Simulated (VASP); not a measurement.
# TaN (P-62m) in VASP: a series of runs, part 2 of 2

VASP 6.6.1. The steps go on from the part before.

## (5) Single point, PBEsol

Contents of INCAR:

```
SYSTEM = TaN
ALGO = Normal
EDIFF = 1E-6
ENCUT = 520
GGA = PS
ISIF = 2
ISMEAR = 1
LASPH = .TRUE.
LCHARG = .TRUE.
LELF = .TRUE.
LREAL = .FALSE.
LVHAR = .TRUE.
LWAVE = .FALSE.
NBANDS = 33
NELM = 60
PREC = Accurate
SIGMA = 0.05
```

Contents of KPOINTS:

```
k-points
0
G
  5 5 7
  0 0 0
```

Contents of POSCAR:

```
TaN
1.0
    5.1960000000      0.0000000000      0.0000000000
   -2.5980000000      4.4998700000      0.0000000000
    0.0000000000      0.0000000000      2.9110000000
Ta N
3 3
Direct
    0.3333333333      0.6666666667      0.5000000000
    0.6666666667      0.3333333333      0.5000000000
    0.0000000000      0.0000000000      0.0000000000
    0.3928500000      0.0000000000      0.0000000000
    0.6071500000      0.6071500000      0.0000000000
    0.0000000000      0.3928500000      0.0000000000
```

Potentials or basis: VASP PAW PBE potentials, release 64 (Ta_pv, N).

Started as:

```sh
> cat potpaw_PBE.64/Ta_pv/POTCAR potpaw_PBE.64/N/POTCAR > POTCAR
> mpirun -np 1 vasp_std > vasp.out
```

OUTCAR:

```text
SYSTEM = TaN
   EDIFF = 1E-6
   ENCUT = 520
   GGA = PS
   ISIF = 2
   ISMEAR = 1
   LASPH = .TRUE.
   LREAL = .FALSE.
   NELM = 60
   PREC = Accurate

 ion  position               nearest neighbor table
   1  0.333  0.667  0.500-   5 2.16   5 2.16   6 2.16   6 2.16   4 2.16   4 2.16   2 3.00   2 3.00
                             2 3.00   3 3.33   3 3.33   3 3.33   3 3.33   3 3.33   3 3.33
   2  0.667  0.333  0.500-   6 2.16   6 2.16   5 2.16   5 2.16   4 2.16   4 2.16   1 3.00   1 3.00
                             1 3.00   3 3.33   3 3.33   3 3.33   3 3.33   3 3.33   3 3.33
   3  0.000  0.000  0.000-   4 2.04   5 2.04   6 2.04   2 3.33   1 3.33   1 3.33   2 3.33   2 3.33
[... 926 lines left out ...]
  Total       -1.1380421     -1.1380431     -1.5400323      0.0000000     -0.0000000      0.0000000
  in kB      -26.7890673    -26.7890912    -36.2517590      0.0000000     -0.0000000      0.0000000
  external PRESSURE =     -29.9433058 kB  Pullay stress =       0.0000000 kB

 VOLUME and BASIS-vectors are now :
 -----------------------------------------------------------------------------
  energy-cutoff  :      520.00
  volume of cell :       68.06
      direct lattice vectors                 reciprocal lattice vectors
     5.196000000  0.000000000  0.000000000     0.192455735  0.111114321  0.000000000
    -2.598000000  4.499870000  0.000000000     0.000000000  0.222228642  0.000000000
     0.000000000  0.000000000  2.911000000     0.000000000  0.000000000  0.343524562

 POSITION                                       TOTAL-FORCE (eV/Angst)
 -----------------------------------------------------------------------------------
     -0.00000      2.99991      1.45550        -0.000000      0.000000      0.000000
      2.59800      1.49996      1.45550        -0.000000     -0.000000      0.000000
      0.00000      0.00000      0.00000        -0.000000      0.000000      0.000000
      2.04125      0.00000      0.00000         0.023391      0.000000     -0.000000
      1.57738      2.73210      0.00000        -0.011696     -0.020258      0.000000
     -1.02062      1.76777      0.00000        -0.011696      0.020258      0.000000
 -----------------------------------------------------------------------------------
    total drift:                                0.000063     -0.000003      0.000000

  FREE ENERGIE OF THE ION-ELECTRON SYSTEM (eV)
  ---------------------------------------------------
  free  energy   TOTEN  =       -71.4595495808 eV

  energy  without entropy=      -71.4593469534  energy(sigma->0) =      -71.45948204
```

stdout:

```text
POSCAR found type information on POSCAR TaN
 POSCAR found :  2 types and       6 ions
 scaLAPACK will be used
 -----------------------------------------------------------------------------
|                                                                             |
|                                                                             |
|     You enforced a specific xc type in the INCAR file but a different       |
|     I HOPE YOU KNOW WHAT YOU ARE DOING!                                     |
|                                                                             |
 -----------------------------------------------------------------------------

 LDA part: xc-table for (Slater+PW92), standard interpolation
 POSCAR, INCAR and KPOINTS ok, starting setup
 FFT: planning ... GRIDC
 FFT: planning ... GRID_SOFT
 FFT: planning ... GRID
 WAVECAR not read
 entering main loop
```

Run time: 38 s. Hardware: 1 thread of Intel Xeon Platinum 8259CL at 2.50GHz (Skylake/Cascade Lake), shared host; peak memory 0.2 GiB.

Results:

```
Free energy            : -71.4595 eV
Pressure               : -3.0 GPa
Largest force          : 0.023 eV/Å
Band gap on the k mesh : zero (band 24 reaches 9.78 eV, above the bottom of band 25 at 7.15 eV)
```

Forces on the atoms (eV/Å):
```
Ta   0.000  0.000  0.000
Ta   0.000  0.000  0.000
Ta   0.000  0.000  0.000
N    0.023  0.000  0.000
N   -0.012 -0.020  0.000
N   -0.012  0.020  0.000
```

Levels at points of the mesh, in eV from the Fermi level:
```tsv
k point	band 21	band 22	band 23	band 24	band 25	band 26	band 27	band 28
(0.00, 0.00, 0.00)	-4.16	-3.23	-1.84	-0.83	-0.83	0.65	0.65	1.92
```

Caveat: the PAW data sets were made with another functional, which shifts forces and pressure a little; spin-orbit coupling is left out, which moves the levels of the heavy elements.

## (6) Single point, PBEsol

Contents of INCAR:

```
SYSTEM = TaN
  PREC = Accurate
  ENCUT = 520
  EDIFF = 1E-7
  ISMEAR = 1
  SIGMA = 0.025
  LREAL = .FALSE.
  LASPH = .TRUE.
  NELM = 60
  ALGO = Normal
  ISIF = 2
  LWAVE = .FALSE.
  LCHARG = .TRUE.
  GGA = PS
  LELF = .TRUE.
  LVHAR = .TRUE.
  NBANDS = 33
```

Contents of KPOINTS:

```
regular mesh
0
G
  5 5 7
  0 0 0
```

POSCAR is that of step 5.

Potentials or basis: VASP PAW PBE potentials, release 64 (Ta_pv, N).

Started as:

```sh
> cat potpaw_PBE.64/Ta_pv/POTCAR potpaw_PBE.64/N/POTCAR > POTCAR
> mpirun -np 1 vasp_std > vasp.out
```

It took 39 s on 1 thread of Intel Xeon Platinum 8259CL at 2.50GHz (Skylake/Cascade Lake), shared host; peak memory 0.2 GiB.

Results (log left out):

```yaml
Free_energy: -71.4594 eV
Pressure: -3.0 GPa
Largest_force: 0.023 eV/Å
Band_gap_on_the_k_mesh: zero (band 24 reaches 9.78 eV, above the bottom of band 25 at 7.15 eV)
```

Forces on the atoms (eV/Å):
```
Ta   0.000  0.000  0.000
Ta   0.000  0.000  0.000
Ta   0.000  0.000  0.000
N    0.023  0.000  0.000
N   -0.012 -0.020  0.000
N   -0.012  0.020  0.000
```

Stress tensor (GPa, compression positive):
```
-2.68  0.00  0.00
 0.00 -2.68  0.00
 0.00  0.00 -3.62
```

Levels at points of the mesh, in eV from the Fermi level:
```csv
k point,band 22,band 23,band 24,band 25,band 26,band 27
"(0.00, 0.00, 0.00)",-3.21,-1.82,-0.81,-0.81,0.66,0.66
```

Caveat: the PAW data sets were made with another functional, which shifts forces and pressure a little; spin-orbit coupling is left out, which moves the levels of the heavy elements.

## (7) Summary

| smearing | gap on the mesh (eV) | pressure (GPa) | largest force (eV/Å) |
| --- | --- | --- | --- |
| methfessel-paxton 0.25 eV | none | -3.0 | 0.02 |
| methfessel-paxton 0.15 eV | none | -3.0 | 0.02 |
| methfessel-paxton 0.1 eV | none | -3.0 | 0.02 |
| methfessel-paxton 0.05 eV | none | -3.0 | 0.02 |
| methfessel-paxton 0.025 eV | none | -3.0 | 0.02 |

Alike in all rows: task single point; level PBEsol; potentials or basis VASP PAW PBE potentials, release 64 (Ta_pv, N); no spin polarisation; cell as given; k mesh 5 × 5 × 7; cutoff (eV) 520.

Every run on the cell as given and a fine mesh finds a metal.

Caveats: the PAW data sets were made with another functional, which shifts forces and pressure a little; spin-orbit coupling is left out, which moves the levels of the heavy elements.

Total energies depend on the potentials used, so only differences within one code and one set of settings carry meaning.
